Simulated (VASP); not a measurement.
Crystal: Be6N.

```
CELL_PARAMETERS angstrom
3.88827 0.00000 0.00000
0.00000 3.88827 0.00000
0.00000 0.00000 4.32580
ATOMIC_POSITIONS crystal
Be 0.21226 0.50000 0.12453
Be 0.78774 0.50000 0.12453
Be 0.50000 0.21226 0.12453
Be 0.50000 0.78774 0.12453
Be 0.50000 0.00000 0.43079
Be 0.00000 0.50000 0.43079
N 0.00000 0.00000 0.88547
```

The cell was generated, and may not be a known phase.

| Quantity | Value |
| --- | --- |
| Program | VASP 6.6.1 |
| Task | relaxation of cell and atoms |
| Functional | PBE |
| Potentials or basis | VASP PAW PBE potentials, release 64 (Be, N) |
| Cutoff | 600 eV |
| k mesh | 4 × 4 × 4 |
| Occupations | gaussian, width 0.1 eV |
| Spin | no spin polarisation |

At the start: pressure 53.5 GPa; volume 9.34 Å³/atom.

Question: Where does the relaxation end?

Answer: Over 14 steps the energy falls by 1332.5 meV/atom and the volume is 11.64 Å³/atom (+24.6 %); space group P4mm (No. 99, to 0.1 Å) before and after.

Step by step:
| step | energy change (eV) | largest force (eV/Å) | pressure (GPa) | volume (Å³) |
| --- | --- | --- | --- | --- |
| 1 | 0.0000 | 11.7211 | 53.51 | 65.40 |
| 2 | -6.4882 | 1.9440 | -6.34 | 99.59 |
| 3 | -6.8428 | 2.3013 | 1.90 | 85.07 |
| 4 | -6.8554 | 2.2475 | -0.67 | 88.12 |
| 5 | -8.0397 | 2.6883 | -4.36 | 90.82 |
| 6 | -8.0398 | 2.6924 | -4.36 | 90.82 |
| 7 | -8.9874 | 1.2669 | -4.85 | 89.61 |
| 8 | -9.1072 | 0.9532 | -4.47 | 88.94 |
| 9 | -9.1143 | 0.8889 | -4.30 | 88.74 |
| 10 | -9.2566 | 0.3656 | -3.36 | 86.22 |
| 11 | -9.2955 | 0.3747 | -2.39 | 84.24 |
| 12 | -9.3245 | 0.0655 | -0.77 | 82.32 |
| 13 | -9.3267 | 0.0588 | -0.15 | 81.65 |
| 14 | -9.3276 | 0.0031 | -0.04 | 81.48 |

Final structure:
```cif
data_structure
_symmetry_space_group_name_H-M 'P 1'
_symmetry_Int_Tables_number 1
_cell_length_a 4.5509
_cell_length_b 4.5509
_cell_length_c 3.9343
_cell_angle_alpha 90.000
_cell_angle_beta 90.000
_cell_angle_gamma 90.000
_cell_volume 81.48
loop_
_atom_site_label
_atom_site_type_symbol
_atom_site_fract_x
_atom_site_fract_y
_atom_site_fract_z
_atom_site_occupancy
Be1 Be 0.19775 0.50000 0.06034 1
Be2 Be 0.80225 0.50000 0.06034 1
Be3 Be 0.50000 0.19775 0.06034 1
Be4 Be 0.50000 0.80225 0.06034 1
Be5 Be 0.50000 0.00000 0.56355 1
Be6 Be 0.00000 0.50000 0.56355 1
N1 N 0.00000 0.00000 0.87668 1
```

Caveat: the k points lie up to 0.40 Å⁻¹ apart in the final cell, too coarse for converged energies and pressures of a metal; the volume moved by over 15 % at a fixed basis, so the end points are rough.
